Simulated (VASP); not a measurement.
Wanted: the native input for a VASP 6.6.1 run.

```
Task                   : single point
Functional             : PBE
Potentials or basis    : VASP PAW PBE potentials, release 64 (C)
Cutoff                 : 520 eV
k mesh                 : 29 × 29 × 29
Occupations            : fermi-dirac, width 0.1 eV
Spin                   : no spin polarisation
Dipole correction      : no
Further INCAR settings : ALGO = Normal; EDIFF = 1e-06; NBANDS = 8
```

The structure of C lies in POSCAR:

```
C
1.0
    1.8360271119      0.0000000000      0.0000000000
    0.0000000000      1.8360271119      0.0000000000
    0.0000000000      0.0000000000      1.8360271119
C
1
Direct
    0.0000000000      0.0000000000      0.0000000000
```

This cell differs from its parent crystal: volume scaled by 1.12.

These files were run (other wordings do the same):

INCAR

```
  PREC = Accurate
  ENCUT = 520
  EDIFF = 1E-6
  ISMEAR = -1
  SIGMA = 0.1
  LREAL = F
  LASPH = T
  NELM = 60
  ALGO = Normal
  ISIF = 2
  LWAVE = F
  LCHARG = T
  GGA = PE
  LELF = T
  LVHAR = T
  NBANDS = 8
```

KPOINTS

```
regular mesh
0
Gamma
  29 29 29
```

Potentials or basis: VASP PAW PBE potentials, release 64 (C).

The run is started by

```console
$ cat potpaw_PBE.64/C/POTCAR > POTCAR
$ mpirun -np 1 vasp_std > vasp.out
```

It gave:

* Pressure: -26.4 GPa
* Band gap on the k mesh: zero (band 2 reaches 17.81 eV, above the bottom of band 3 at 6.18 eV)

Run time: 5.5 s on 1 thread of Intel(R) Xeon(R) 6975P-C (Granite Rapids), on a shared host, peak memory 0.13 GiB.
